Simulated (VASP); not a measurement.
Set up this calculation in VASP 6.6.1, as the native input.

| Item | Value |
| --- | --- |
| Task | single point |
| Functional | PBEsol |
| Potentials or basis | VASP PAW PBE potentials, release 64 (Ti_sv, N) |
| Cutoff | 600 eV |
| k mesh | 11 × 11 × 11 |
| Occupations | methfessel-paxton, width 0.3 eV |
| Spin | no spin polarisation |
| Dipole correction | no |
| Further INCAR settings | ALGO = Normal; EDIFF = 1e-06; NBANDS = 16 |

The structure of TiN lies in POSCAR:

```
TiN
1.0
    0.0000000000      2.1190000000      2.1190000000
    2.1190000000      0.0000000000      2.1190000000
    2.1190000000      2.1190000000      0.0000000000
Ti N
1 1
Direct
    0.0000000000      0.0000000000      0.0000000000
    0.5000000000      0.5000000000      0.5000000000
```

These files were run (other wordings do the same):

INCAR

```
SYSTEM = TiN
ALGO = Normal
EDIFF = 1E-6
ENCUT = 600
GGA = PS
GGA_COMPAT = .False.
ISIF = 2
ISMEAR = 1
LASPH = .True.
LCHARG = .True.
LELF = .True.
LREAL = .False.
LVHAR = .True.
LWAVE = .False.
NBANDS = 16
NELM = 120
PREC = Accurate
SIGMA = 0.3
```

KPOINTS

```
k-points
0
Gamma
  11 11 11
  0 0 0
```

Potentials or basis: VASP PAW PBE potentials, release 64 (Ti_sv, N).

Command:

```console
$ cat potpaw_PBE.64/Ti_sv/POTCAR potpaw_PBE.64/N/POTCAR > POTCAR
$ mpirun -np 1 vasp_std > vasp.out
```

It gave:

* Pressure: -6.5 GPa
* Band gap on the k mesh: zero (an odd number of electrons rules out a gap without spin polarisation)

Caveat: the cell stands under tension; so wide a smearing shifts energies and pressures; the PAW data sets were made with another functional, which shifts forces and pressure a little.

Wall time 19 s on 1 thread of AMD EPYC 7R43 64-Core Processor (Zen 3), with other jobs on the host, peak memory 0.12 GiB.
